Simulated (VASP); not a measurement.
# Be2Ga2C3 (P6/mmm) in VASP: notebook, part 2 of 2

VASP 6.6.1.

## (4) Relaxation of cell and atoms, PBE

This run uses another cell than the first one, of 11.53 Å³/atom, 0.736 times its volume.

Input file INCAR:

```
PREC     = Accurate       # precision mode
ENCUT    = 600            # plane-wave cutoff, eV
EDIFF    = 1E-6           # SCF threshold, eV
ISMEAR   = 0              # smearing method
SIGMA    = 0.1            # smearing width, eV
LREAL    = False          # projectors in reciprocal space
LASPH    = True           # aspherical terms in the spheres
NELM     = 100            # most SCF steps
ALGO     = Normal         # electronic algorithm
ISIF     = 3              # what is computed and relaxed
LWAVE    = False          # write WAVECAR
LCHARG   = False          # write CHGCAR
GGA      = PE             # functional
IBRION   = 2              # ionic algorithm
NSW      = 90             # ionic steps
EDIFFG   = -0.04          # ionic threshold
```

Input file KPOINTS:

```
Automatic mesh
0
Gamma
  9 9 2
```

Input file POSCAR:

```
Be2Ga2C3
1.0
    2.8738169215      0.0000000000      0.0000000000
   -1.4369084608      2.4887984599      0.0000000000
    0.0000000000      0.0000000000     11.2799921010
Be Ga C
2 2 3
Direct
    0.3333333333      0.6666666667      0.5000000000
    0.6666666667      0.3333333333      0.5000000000
    0.0000000000      0.0000000000      0.2526419473
    0.0000000000      0.0000000000      0.7473580527
    0.0000000000      0.0000000000      0.5000000000
    0.3333333333      0.6666666667      0.0000000000
    0.6666666667      0.3333333333      0.0000000000
```

Potentials or basis: VASP PAW PBE potentials, release 64 (Be, Ga_d, C).

Launch:

```sh
cat potpaw_PBE.64/Be/POTCAR potpaw_PBE.64/Ga_d/POTCAR potpaw_PBE.64/C/POTCAR > POTCAR
mpirun -np 1 vasp_std > vasp.out
```

OUTCAR:

```text
PREC = Accurate
   ENCUT = 600
   EDIFF = 1E-6
   ISMEAR = 0
   LREAL = False
   LASPH = True
   NELM = 100
   ISIF = 3
   GGA = PE
   IBRION = 2
   NSW = 90
   EDIFFG = -0.04

 ion  position               nearest neighbor table
   1  0.333  0.667  0.500-   2 1.66   5 1.66   2 1.66   5 1.66   5 1.66   2 1.66
   2  0.667  0.333  0.500-   1 1.66   5 1.66   1 1.66   5 1.66   5 1.66   1 1.66
   3  0.000  0.000  0.253-
   4  0.000  0.000  0.747-
   5  0.000  0.000  0.500-   1 1.66   2 1.66   2 1.66   1 1.66   2 1.66   1 1.66
   6  0.333  0.667  0.000-   7 1.66   7 1.66   7 1.66
   7  0.667  0.333  0.000-   6 1.66   6 1.66   6 1.66

  LATTYP: Found a hexagonal cell.
 ALAT       =     2.8738169215
 C/A-ratio  =     3.9250907101

  Lattice vectors:

 A1 = (   2.8738169215,   0.0000000000,   0.0000000000)
 A2 = (  -1.4369084608,   2.4887984599,   0.0000000000)
 A3 = (   0.0000000000,   0.0000000000,  11.2799921010)

Analysis of symmetry for initial positions (statically):
=====================================================================
 Subroutine PRICEL returns:
 Original cell was already a primitive cell.

 Routine SETGRP: Setting up the symmetry group for a
 hexagonal supercell.

 Subroutine GETGRP returns: Found 24 space group operations
 (whereof 24 operations were pure point group operations)
 out of a pool of 24 trial point group operations.

The static configuration has the point symmetry D_6h.

Analysis of symmetry for dynamics (positions and initial velocities):
=====================================================================
 Subroutine PRICEL returns:
 Original cell was already a primitive cell.

 Routine SETGRP: Setting up the symmetry group for a
 hexagonal supercell.

 Subroutine GETGRP returns: Found 24 space group operations
 (whereof 24 operations were pure point group operations)
 out of a pool of 24 trial point group operations.

The dynamic configuration has the point symmetry D_6h.

 Subroutine INISYM returns: Found 24 space group operations
 (whereof 24 operations are pure point group operations),
 and found     1 'primitive' translations

----------------------------------------------------------------------------------------

                                     Primitive cell

  volume of cell :      80.6785

  direct lattice vectors                    reciprocal lattice vectors
     2.873816922  0.000000000  0.000000000     0.347969278  0.200900156  0.000000000
    -1.436908461  2.488798460  0.000000000     0.000000000  0.401800313  0.000000000
     0.000000000  0.000000000 11.279992101     0.000000000  0.000000000  0.088652544

  length of vectors
     2.873816922  2.873816922 11.279992101     0.401800313  0.401800313  0.088652544

  position of ions in fractional coordinates (direct lattice)
     0.333333333  0.666666667  0.500000000
     0.666666667  0.333333333  0.500000000
     0.000000000  0.000000000  0.252641947
     0.000000000  0.000000000  0.747358053
     0.000000000  0.000000000  0.500000000
     0.333333333  0.666666667  0.000000000
     0.666666667  0.333333333  0.000000000

  ion indices of the primitive-cell ions
   primitive index   ion index
                 1           1
                 2           2
                 3           3
                 4           4
                 5           5
                 6           6
[... 31 lines left out ...]
  0.111111  0.000000  0.000000      6.000000
  0.222222  0.000000  0.000000      6.000000
  0.333333  0.000000  0.000000      6.000000
  0.444444  0.000000  0.000000      6.000000
  0.111111  0.111111  0.000000      6.000000
[... 16 lines left out ...]
  0.333333  0.222222  0.500000     12.000000
  0.333333  0.333333  0.500000      2.000000
   k-points           NKPTS =     24   k-points in BZ     NKDIM =     24   number of bands    NBANDS=     25
   number of dos      NEDOS =    301   number of ions     NIONS =      7
   total plane-waves  NPLWV =  51840
   dimension x,y,z NGX =    24 NGY =   24 NGZ =   90
   dimension x,y,z NGXF=    48 NGYF=   48 NGZF=  180
   ions per type =               2   2   3
   NGX,Y,Z   is equivalent  to a cutoff of  13.88, 13.88, 13.26 a.u.
   NGXF,Y,Z  is equivalent  to a cutoff of  27.77, 27.77, 26.53 a.u.
 SYSTEM =  unknown system
   PREC   = accura    normal or accurate (medium, high low for compatibility)
   ISTART =      0    job   : 0-new  1-cont  2-samecut
   ICHARG =      2    charge: 1-file 2-atom 10-const
   ISPIN  =      1    spin polarized calculation?
   LNONCOLLINEAR =      F non collinear calculations
   LSORBIT =      F    spin-orbit coupling
   LASPH  =      T    aspherical Exc in radial PAW
   ENCUT  =  600.0 eV  44.10 Ry    6.64 a.u.   5.74  5.74 22.53*2*pi/ulx,y,z
   NELM   =    100;   NELMIN=  2; NELMDL= -5     # of ELM steps
   EDIFF  = 0.1E-05   stopping-criterion for ELM
   LREAL  =      F    real-space projection
   EDIFFG = -.4E-01   stopping-criterion for IOM
   NSW    =     90    number of steps for IOM
   IBRION =      2    ionic relax: 0-MD 1-quasi-New 2-CG
   NFREE  =      1    steps in history (QN), initial steepest desc. (CG)
   ISIF   =      3    stress and relaxation
   ISYM   =      2    0-nonsym 1-usesym 2-fastsym
   POTIM  = 0.5000    time-step for ionic-motion
   TEBEG  =    0.0;   TEEND  =   0.0 temperature during run
   PSTRESS=    0.0 pullay stress
   NELECT =      42.0000    total number of electrons
   NUPDOWN=      -1.0000    fix difference up-down
   EMIN   =  10.00;   EMAX   =-10.00  energy-range for DOS
   EFERMI =   0.00;   METHOD = LEGACY
   ISMEAR =     0;   SIGMA  =   0.10  broadening in eV -4-tet -1-fermi 0-gaus
   EFERMI_NEDOS =   21; number of points for ismear=-14 and -15
   IALGO  =     38    algorithm
   IMIX   =      4    mixing-type and parameters
     AMIX     =   0.40;   BMIX     =  1.00
     AMIX_MAG =   1.60;   BMIX_MAG =  1.00
  volume/ion in A,a.u.               =      11.53        77.78
  Fermi-wavevector in a.u.,A,eV,Ry     =   1.316958  2.488690 23.597664  1.734379
  Thomas-Fermi vector in A             =   2.447034
   LORBIT       =      0    0 simple, 1 ext, 2 COOP (PROOUT), +10 PAW based schemes
   GGA     = PE    functional components
   LHFCALC =     F    Hartree Fock is set to
   AEXX    =    0.0000 exact exchange contribution
   IVDW    =     0    specifies the selected vdW correction
   LEPSILON=     F    determine dielectric tensor
   LRPA    =     F    only Hartree local field effects (RPA)
 conjugate gradient relaxation of ions
 non-spin polarized calculation
 Gauss-broadening in eV      SIGMA  =   0.10
  energy-cutoff  :      600.00
  volume of cell :       80.68
 maximum number of plane-waves:      2708
 NGX is ok and might be reduce to    24
   NGX = 11   NGY = 11   NGZ = 45

--------------------------------------- Ionic step        1  -------------------------------------------

 number of electron      41.9999995 magnetization

 Free energy of the ion-electron system (eV)
  ---------------------------------------------------
  ext. energy  EPLUGINS =         0.00000000
  ---------------------------------------------------
  free energy    TOTEN  =       -35.56138488 eV

  energy without entropy =      -35.55433971  energy(sigma->0) =      -35.55786230

------------------------ aborting loop because EDIFF is reached ----------------------------------------

  FORCE on cell =-STRESS in cart. coord.  units (eV):
  Direction    XX          YY          ZZ          XY          YZ          ZX
  --------------------------------------------------------------------------------------
  -------------------------------------------------------------------------------------
  Total       -0.3839274     -0.3839274      0.6362259      0.0000000      0.0000000     -0.0000000
  in kB       -7.6243360     -7.6243360     12.6346821      0.0000000      0.0000000     -0.0000000
  external PRESSURE =      -0.8713300 kB  Pullay stress =       0.0000000 kB
[... 104 lines left out ...]
  FREE ENERGIE OF THE ION-ELECTRON SYSTEM (eV)
  ---------------------------------------------------
  free  energy   TOTEN  =       -35.5642582025 eV

  energy  without entropy=      -35.5563778012  energy(sigma->0) =      -35.56031800

[... ionic steps 4 to 21 ...]

--------------------------------------- Ionic step       22  -------------------------------------------

 number of electron      42.0000018 magnetization

------------------------ aborting loop because EDIFF is reached ----------------------------------------
[... 77 lines left out ...]
--------------------------------------- Ionic step       24  -------------------------------------------

 number of electron      42.0000020 magnetization

 Free energy of the ion-electron system (eV)
  ---------------------------------------------------
  ext. energy  EPLUGINS =         0.00000000
  ---------------------------------------------------
  free energy    TOTEN  =       -35.58876662 eV

  energy without entropy =      -35.58687356  energy(sigma->0) =      -35.58782009

 E-fermi :   5.0978     XC(G=0): -10.2976

 val. band max:        4.9726944412   @ k =   0.2222   0.0000   0.0000
 cond. band min:       5.2274205340   @ k =   0.4444   0.1111   0.5000
 fundamental gap:      0.2547260928
 Fermi energy:         5.0978116177

 k-point     1 :       0.0000    0.0000    0.0000
  band No.  band energies     occupation
      1     -12.1297      2.00000
      2     -10.3063      2.00000
      3      -9.9208      2.00000
      4      -9.8695      2.00000
      5      -9.7494      2.00000
      6      -9.7494      2.00000
[... 695 lines left out ...]
  FREE ENERGIE OF THE ION-ELECTRON SYSTEM (eV)
  ---------------------------------------------------
  free  energy   TOTEN  =       -35.5887666220 eV

  energy  without entropy=      -35.5868735553  energy(sigma->0) =      -35.58782009

 reached required accuracy - stopping structural energy minimisation
```

Run time: 8.4 min. Hardware: 1 thread of Intel Xeon Platinum 8488C (Sapphire Rapids), shared host; peak memory 0.26 GiB.

What came out:

```yaml
Free_energy: -35.5888 eV
Relaxed_volume: 12.33 Å³/atom
Relaxed_cell: a = 2.860 Å, b = 2.860 Å, c = 12.189 Å, α = 90.00°, β = 90.00°, γ = 120.00°
Space_group_after_relaxing_to_0.05_Å: P6/mmm (No. 191)
Energy_gained_by_relaxing: 3.9 meV/atom
Ionic_steps: 24
Pressure_after_relaxing: 0.0 GPa
Largest_force_after_relaxing: 0.033 eV/Å
```

Forces on the atoms (eV/Å):
```
Be   0.000  0.000  0.000
Be   0.000  0.000  0.000
Ga   0.000  0.000  0.033
Ga   0.000  0.000 -0.033
C    0.000  0.000  0.000
C    0.000  0.000  0.000
C    0.000  0.000  0.000
```

Step by step:
```
step  energy change (eV)  largest force (eV/Å)  pressure (GPa)  volume (Å³)
   1              0.0000                0.0134           -0.09        80.68
   2             -0.0028                0.0214            0.65        80.60
   3             -0.0029                0.0231            0.79        80.59
   4             -0.0053                0.0335            0.45        81.13
   5             -0.0070                0.0694           -0.63        82.75
   6             -0.0073                0.0605           -0.16        82.27
   7             -0.0072                0.0639           -0.47        82.47
   8             -0.0073                0.0629           -0.33        82.38
   9             -0.0084                0.0735            0.01        82.63
  10             -0.0085                0.0767            0.09        82.72
  11             -0.0096                0.0751           -0.03        82.97
  12             -0.0134                0.0822           -0.24        83.75
  13             -0.0219                0.0721           -0.66        85.30
  14             -0.0215                0.0420           -1.16        88.42
  15             -0.0247                0.0509           -0.93        86.89
  16             -0.0251                0.0489           -0.88        86.95
  17             -0.0255                0.0463           -0.76        87.03
  18             -0.0258                0.0408           -0.54        87.19
  19             -0.0258                0.0431           -0.56        87.14
  20             -0.0258                0.0419           -0.60        87.16
  21             -0.0261                0.0413           -0.44        87.05
  22             -0.0269                0.0383           -0.19        86.75
  23             -0.0275                0.0322            0.29        86.15
  24             -0.0274                0.0334            0.01        86.33
```

Final structure:
```yaml
crystal:
  lattice:
    - [2.85970, 0.00000, 0.00000]
    - [-1.42985, 2.47657, 0.00000]
    - [0.00000, 0.00000, 12.18947]
  atoms:
    - { symbol: Be, position: [0.33333, 0.66667, 0.50000] }
    - { symbol: Be, position: [0.66667, 0.33333, 0.50000] }
    - { symbol: Ga, position: [0.00000, 0.00000, 0.26632] }
    - { symbol: Ga, position: [0.00000, 0.00000, 0.73368] }
    - { symbol: C, position: [0.00000, 0.00000, 0.50000] }
    - { symbol: C, position: [0.33333, 0.66667, 0.00000] }
    - { symbol: C, position: [0.66667, 0.33333, 0.00000] }
```

Levels at points of the mesh, in eV from the Fermi level:
```tsv
k point	band 17	band 18	band 19	band 20	band 21	band 22	band 23	band 24	band 25
(0.00, 0.00, 0.00)	-3.89	-3.89	-3.10	-3.10	-1.34	1.09	1.93	1.93	3.11
(0.00, 0.00, 0.50)	-3.89	-3.89	-3.10	-3.10	-0.61	0.27	1.93	1.93	3.11
```

Caveat: the bands computed are all filled at some k points, so no gap is given.

## (5) Summary

```tsv
task	cell	k mesh	cutoff (eV)	gap on the mesh (eV)	pressure (GPa)	largest force (eV/Å)
single point	a = 4.345, b = 4.345, c = 6.705 Å, angles 90.0, 90.0, 120.0°, 7 atoms	6 × 6 × 4	520	none	-15.9	2.71
single point	a = 2.860, b = 2.860, c = 12.059 Å, angles 90.0, 90.0, 120.0°, 7 atoms	9 × 9 × 2	520	none	0.3	0.01
relaxation of cell and atoms	relaxed from a = 2.874, b = 2.874, c = 11.280 Å, angles 90.0, 90.0, 120.0°, 7 atoms	9 × 9 × 2	600	-	0.0	0.03
```

Alike in all rows: level PBE; potentials or basis VASP PAW PBE potentials, release 64 (Be, Ga_d, C); no spin polarisation; smearing gaussian 0.1 eV.

Caveats: forces of over 1 eV/Å act on the atoms, so gaps and moduli don't describe the material at rest (some runs); the bands computed are all filled at some k points, so no gap is given (some runs).

Absolute energies hang on the potentials; compare differences alone.
